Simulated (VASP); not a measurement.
Input of a VASP 6.6.1 run:

Contents of POSCAR:

```
Ge
1.0
    0.0000000000      2.8289100000      2.8289100000
    2.8289100000      0.0000000000      2.8289100000
    2.8289100000      2.8289100000      0.0000000000
Ge
2
Direct
    0.7500000000      0.7500000000      0.7500000000
    0.5000000000      0.5000000000      0.5000000000
```

File INCAR.step1:

```
  PREC = Accurate
  ENCUT = 520
  EDIFF = 1E-5
  ISMEAR = -1
  SIGMA = 0.05
  LREAL = F
  LASPH = T
  NELM = 60
  ALGO = Normal
  ISIF = 2
  LWAVE = T
  NBANDS = 21
  GGA = PE
```

File INCAR.step2:

```
  PREC = Accurate
  ENCUT = 520
  EDIFF = 1E-7
  ISMEAR = -1
  SIGMA = 0.05
  LREAL = F
  LASPH = T
  NELM = 60
  ALGO = Normal
  ISIF = 2
  LWAVE = F
  LCHARG = T
  GGA = PE
  LHFCALC = T
  AEXX = 0.25
  PRECFOCK = Normal
  LELF = T
  LVHAR = T
  NBANDS = 21
  ISTART = 1
```

The input KPOINTS:

```
Automatic mesh
0
Gamma
  4 4 4
```

Potentials or basis: VASP PAW PBE potentials, release 64 (Ge_d).

Launch:

```console
$ cat potpaw_PBE.64/Ge_d/POTCAR > POTCAR
$ cp INCAR.step1 INCAR
$ mpirun -np 1 vasp_std > vasp.out
$ cp INCAR.step2 INCAR
$ mpirun -np 1 vasp_std > vasp.out
```

(1) What does it give for the pressure?

(2) Estimate the band gap on the k mesh.

Results:

(1) 0.8 GPa.

(2) 1.59 eV (least direct gap 1.68 eV).

Caveat: the k points lie up to 0.48 Å⁻¹ apart; the PAW data sets were made with another functional, which shifts forces and pressure a little.
